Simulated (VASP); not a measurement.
Input of a VASP 6.6.1 run:

INCAR

```
PREC = Accurate ; ENCUT = 500
EDIFF = 1E-6 ; ISMEAR = 0
SIGMA = 0.1 ; LREAL = False
LASPH = True ; NELM = 120
ALGO = Normal ; ISIF = 2
LWAVE = False ; LCHARG = True
GGA = PE ; LELF = True
LVHAR = True ; NBANDS = 15
GGA_COMPAT = False
```

Contents of KPOINTS:

```
Automatic mesh
0
Gamma
  18 18 18
```

Contents of POSCAR:

```
GaB
1.0
    2.8988123125      0.0000000000      0.0000000000
    0.0000000000      2.8988123125      0.0000000000
    0.0000000000      0.0000000000      2.8988123125
Ga B
1 1
Direct
    0.0000000000      0.0000000000      0.0000000000
    0.5000000000      0.5000000000      0.5000000000
```

Potentials or basis: VASP PAW PBE potentials, release 64 (Ga_d, B).

Run with:

```sh
$ cat potpaw_PBE.64/Ga_d/POTCAR potpaw_PBE.64/B/POTCAR > POTCAR
$ mpirun -np 1 vasp_std > vasp.out
```

Estimate the band gap on the k mesh.

zero (band 8 reaches 10.20 eV, above the bottom of band 9 at 3.09 eV).

What does it give for the pressure?

0.1 GPa.
